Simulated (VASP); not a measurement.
The system is P.

```
CELL_PARAMETERS angstrom
1.65383 -5.49841 0.00000
1.65383 5.49841 0.00000
0.00000 0.00000 4.54689
ATOMIC_POSITIONS crystal
P 0.09551 0.90449 0.91181
P 0.59551 0.40449 0.58819
P 0.90449 0.09551 0.08819
P 0.40449 0.59551 0.41181
```

Program: VASP 6.6.1. Alike in all runs: task single point; level r2SCAN; potentials or basis VASP PAW PBE potentials, release 64 (P); no spin polarisation; cell as given; cutoff (eV) 520.

**Question.** Order these runs on this cell by their band gap on the k mesh, lowest first.
A. k mesh 5 × 5 × 4; smearing fermi-dirac 0.05 eV
B. k mesh 10 × 10 × 7; smearing methfessel-paxton 1 eV
C. k mesh 3 × 3 × 2; smearing fermi-dirac 0.05 eV

**Answer.** B (0.28 eV), A (0.62 eV), C (0.90 eV).

Caveats: some runs use coarse meshes; so wide a smearing shifts energies and pressures (at least some runs).

A k mesh can miss the band edges, odd and even meshes differently.
